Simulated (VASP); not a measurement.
Wanted: the native input for a VASP 6.6.1 run.

* Task: single point
* Functional: PBE
* Potentials or basis: VASP PAW PBE potentials, release 64 (Sn_d)
* Cutoff: 500 eV
* k mesh: 2 × 2 × 3
* Occupations: methfessel-paxton, width 0.1 eV
* Spin: no spin polarisation
* Dipole correction: no
* Further INCAR settings: ALGO = Normal; EDIFF = 1e-06; NBANDS = 126

The structure of Sn lies in POSCAR:

```
Sn
1.0
    5.9125428300      5.9125428300      0.0000000000
   -5.9125428300      5.9125428300      0.0000000000
    0.0000000000      0.0000000000      6.4988146819
Sn
16
Direct
    0.2500000000      0.2500000000      0.1250000000
    0.2500000000      0.7500000000      0.3750000000
    0.7500000000      0.2500000000      0.3750000000
    0.7500000000      0.7500000000      0.1250000000
    0.0000000000      0.0000000000      0.0000000000
    0.0000000000      0.5000000000      0.2500000000
    0.5000000000      0.0000000000      0.2500000000
    0.5000000000      0.5000000000      0.0000000000
    0.2500000000      0.2500000000      0.6250000000
    0.2500000000      0.7500000000      0.8750000000
    0.7500000000      0.2500000000      0.8750000000
    0.7500000000      0.7500000000      0.6250000000
    0.0000000000      0.0000000000      0.5000000000
    0.0000000000      0.5000000000      0.7500000000
    0.5000000000      0.0000000000      0.7500000000
    0.5000000000      0.5000000000      0.5000000000
```

One way to write it, as run:

INCAR

```
SYSTEM = Sn
ALGO     = Normal         ! electronic algorithm
EDIFF    = 1E-6           ! SCF threshold, eV
ENCUT    = 500            ! plane-wave cutoff, eV
GGA      = PE             ! functional
GGA_COMPAT= .False.      
ISIF     = 2              ! what is computed and relaxed
ISMEAR   = 1              ! smearing method
LASPH    = .True.         ! aspherical terms in the spheres
LCHARG   = .False.        ! write CHGCAR
LREAL    = .False.        ! projectors in reciprocal space
LWAVE    = .False.        ! write WAVECAR
NBANDS   = 126            ! bands
NELM     = 120            ! most SCF steps
PREC     = Accurate       ! precision mode
SIGMA    = 0.1            ! smearing width, eV
```

KPOINTS

```
k-points
0
Gamma
  2 2 3
  0 0 0
```

Potentials or basis: VASP PAW PBE potentials, release 64 (Sn_d).

The run is started by

```console
$ cat potpaw_PBE.64/Sn_d/POTCAR > POTCAR
$ mpirun -np 1 vasp_std > vasp.out
```

It gave:

```
Pressure               : 0.5 GPa
Band gap on the k mesh : zero (bands 112 and 113 overlap by 0.54 eV)
```

Caveat: the k points lie up to 0.38 Å⁻¹ apart, too coarse for converged energies and pressures of a metal; spin-orbit coupling is left out, which moves the levels of the heavy elements.

It took 4.3 min on 1 thread of Oxide Virtual Turin-like Processor, with other jobs on the host, peak memory 0.5 GiB.
